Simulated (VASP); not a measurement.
Write the native input for VASP 6.6.1 that does the following.

| Property | Result |
| --- | --- |
| Task | single point |
| Functional | LDA |
| Potentials or basis | VASP PAW LDA potentials, release 64 (Ti_sv, C) |
| Cutoff | 520 eV |
| k mesh | 11 × 11 × 11 |
| Occupations | fermi-dirac, width 0.05 eV |
| Spin | no spin polarisation |
| Dipole correction | no |
| Further INCAR settings | ALGO = Normal; EDIFF = 1e-07; NBANDS = 15 |

The structure of TiC lies in POSCAR:

```
TiC
1.0
    3.0627889600      0.0000000000      0.0000000000
    1.5313944800      2.6524530458      0.0000000000
    1.5313944800      0.8841510153      2.5007567139
Ti C
1 1
Direct
    0.0000000000      0.0000000000      0.0000000000
    0.5000000000      0.5000000000      0.5000000000
```

These files were run (other wordings do the same):

INCAR

```
PREC     = Accurate       # precision mode
ENCUT    = 520            # plane-wave cutoff, eV
EDIFF    = 1E-7           # SCF threshold, eV
ISMEAR   = -1             # smearing method
SIGMA    = 0.05           # smearing width, eV
LREAL    = False          # projectors in reciprocal space
LASPH    = True           # aspherical terms in the spheres
NELM     = 80             # most SCF steps
ALGO     = Normal         # electronic algorithm
ISIF     = 2              # what is computed and relaxed
LWAVE    = False          # write WAVECAR
LCHARG   = False          # write CHGCAR
NBANDS   = 15             # bands
```

KPOINTS

```
Automatic mesh
0
Gamma
  11 11 11
```

Potentials or basis: VASP PAW LDA potentials, release 64 (Ti_sv, C).

Run with:

```bash
$ cat potpaw_LDA.64/Ti_sv/POTCAR potpaw_LDA.64/C/POTCAR > POTCAR
$ mpirun -np 1 vasp_std > vasp.out
```

Results of the run:

The pressure is -11.9 GPa and the band gap on the k mesh is zero (band 8 reaches 9.86 eV, above the bottom of band 9 at 8.82 eV).

It took 27 s on 1 thread of Intel(R) Xeon(R) Platinum 8375C CPU @ 2.90GHz (Ice Lake), with other jobs on the host, peak memory 0.14 GiB.
